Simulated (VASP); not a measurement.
Set up this calculation in VASP 6.6.1, as the native input.

```
Task                   : relaxation of cell and atoms
Functional             : BLYP
Dispersion             : D4
Potentials or basis    : VASP PAW PBE potentials, release 64 (Cu)
Cutoff                 : 600 eV
k mesh                 : 13 × 13 × 13
Occupations            : fermi-dirac, width 0.05 eV
Spin                   : no spin polarisation
Dipole correction      : no
Further INCAR settings : ALGO = Normal; EDIFF = 1e-06; IBRION = 2; EDIFFG = -0.01; NSW = 60; ISIF = 3
```

The structure of Cu lies in POSCAR:

```
Cu
1.0
   -1.4427933200      1.4427933200      1.3760814500
    1.4427933200     -1.4427933200      1.3760814500
    1.4427933200      1.4427933200     -1.3760814500
Cu
1
Direct
    0.0000000000      0.0000000000      0.0000000000
```

One way to write it, as run:

INCAR

```
SYSTEM = Cu
PREC     = Accurate       ! precision mode
ENCUT    = 600            ! plane-wave cutoff, eV
EDIFF    = 1E-6           ! SCF threshold, eV
ISMEAR   = -1             ! smearing method
SIGMA    = 0.05           ! smearing width, eV
LREAL    = .FALSE.        ! projectors in reciprocal space
LASPH    = .TRUE.         ! aspherical terms in the spheres
NELM     = 100            ! most SCF steps
ALGO     = Normal         ! electronic algorithm
ISIF     = 3              ! what is computed and relaxed
LWAVE    = .FALSE.        ! write WAVECAR
LCHARG   = .FALSE.        ! write CHGCAR
GGA      = B5             ! functional
ALDAX    = 1.0          
AGGAX    = 1.0          
AGGAC    = 1.0          
ALDAC    = 0.0          
IVDW     = 13             ! dispersion correction
VDW_S6   = 1.0          
VDW_S8   = 2.34076671   
VDW_A1   = 0.44488865   
VDW_A2   = 4.0933009    
IBRION   = 2              ! ionic algorithm
NSW      = 60             ! ionic steps
EDIFFG   = -0.01          ! ionic threshold
```

KPOINTS

```
Automatic mesh
0
G
  13 13 13
  0 0 0
```

Potentials or basis: VASP PAW PBE potentials, release 64 (Cu).

Command:

```bash
$ cat potpaw_PBE.64/Cu/POTCAR > POTCAR
$ mpirun -np 1 vasp_std > vasp.out
```

Results of the run:

```json
{"Relaxed volume": "11.56 Å³/atom", "Relaxed cell": "a = 2.471 Å, b = 2.471 Å, c = 2.471 Å, α = 107.39°, β = 107.39°, γ = 113.71°", "Space group after relaxing (to 0.05 Å)": "I4/mmm (No. 139)", "Energy gained by relaxing": "0.9 meV/atom", "Ionic steps": "6", "Pressure after relaxing": "-0.1 GPa", "Dispersion energy per atom": "-1.114 eV"}
```

Caveat: the PAW data sets were made with another functional, which shifts forces and pressure a little; pairwise dispersion overbinds metals, which lowers pressure and volume.

Wall time 39 s on 1 thread of Intel(R) Xeon(R) 6975P-C (Granite Rapids) (shared host), peak memory 0.14 GiB.
